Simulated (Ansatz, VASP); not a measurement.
## AlNi in VASP and in Ansatz

INCAR

```
PREC = Accurate
ENCUT = 520
EDIFF = 1E-7
ISMEAR = 0
SIGMA = 0.15
LREAL = F
LASPH = T
NELM = 80
ALGO = Fast
ISIF = 2
LWAVE = F
LCHARG = F
GGA = PE
NBANDS = 28
```

Contents of KPOINTS:

```
regular mesh
0
Gamma
  15 15 5
```

The input POSCAR:

```
AlNi
1.0
    0.0000000000     -2.8927237813      0.0000000000
    0.0000000000      0.0000000000     -2.8927237813
    8.6781713440     -0.7231809453     -0.7231809453
Al Ni
3 3
Direct
    0.8125000000     -0.1875000000      0.7500000000
    0.9791666667     -0.0208333333      0.0833333333
    0.8958333333     -0.1041666667      0.4166666667
    0.2708333333      0.2708333333      0.9166666667
    0.4375000000      0.4375000000      0.2500000000
    0.3541666667      0.3541666667      0.5833333333
```

Input for Ansatz:

```yaml
crystal:
  lattice:
    - [0.0, -2.8927237813, 0.0]
    - [0.0, 0.0, -2.8927237813]
    - [8.678171344, -0.7231809453, -0.7231809453]
  atoms:
    - { symbol: Al, position: [0.8125, -0.1875, 0.75] }
    - { symbol: Al, position: [0.9791666667, -0.0208333333, 0.0833333333] }
    - { symbol: Al, position: [0.8958333333, -0.1041666667, 0.4166666667] }
    - { symbol: Ni, position: [0.2708333333, 0.2708333333, 0.9166666667] }
    - { symbol: Ni, position: [0.4375, 0.4375, 0.25] }
    - { symbol: Ni, position: [0.3541666667, 0.3541666667, 0.5833333333] }
basis:
  ecutwfc: 520.0
kpoints:
  mp_grid: { grid: [15, 15, 5] }
hamiltonian:
  xc: pbe
  pseudopotentials: { kind: paw, azcp: { folder: soft_1 } }
scf:
  occupations: { method: gaussian, width: 0.15 }
output:
  forces: true
  stress: true
  eigenvalues: true
```

Alike in both runs: task single point; functional PBE; k mesh 15 × 15 × 5; occupations gaussian, width 0.15 eV; no spin polarisation.

```csv
,VASP,Ansatz
version,VASP 6.6.1,Ansatz 0.2.0
potentials or method,"VASP PAW PBE potentials, release 64 (Al, Ni), cutoff 520 eV","scalar-relativistic, plane waves, PAW"
valence electrons in the cell,39,63
```

```tsv
	VASP	Ansatz	Ansatz less VASP
gap on the k mesh at the Fermi level (eV)	none	none	-
pressure (GPa)	13.0	13.2	+0.13
traceless stress, the component that is largest in VASP (GPa)	16.91	17.06	+0.156
rms of the force components (eV/Å)	3.511	3.545	+0.0335
```

Atom by atom the forces differ by 0.034 eV/Å (rms over components). A gap of «none» marks a metal or a gap that the smearing closes. VASP's potentials hold 39 valence electrons a cell and Ansatz's 63, so a difference there can come from the potentials and not from the codes.
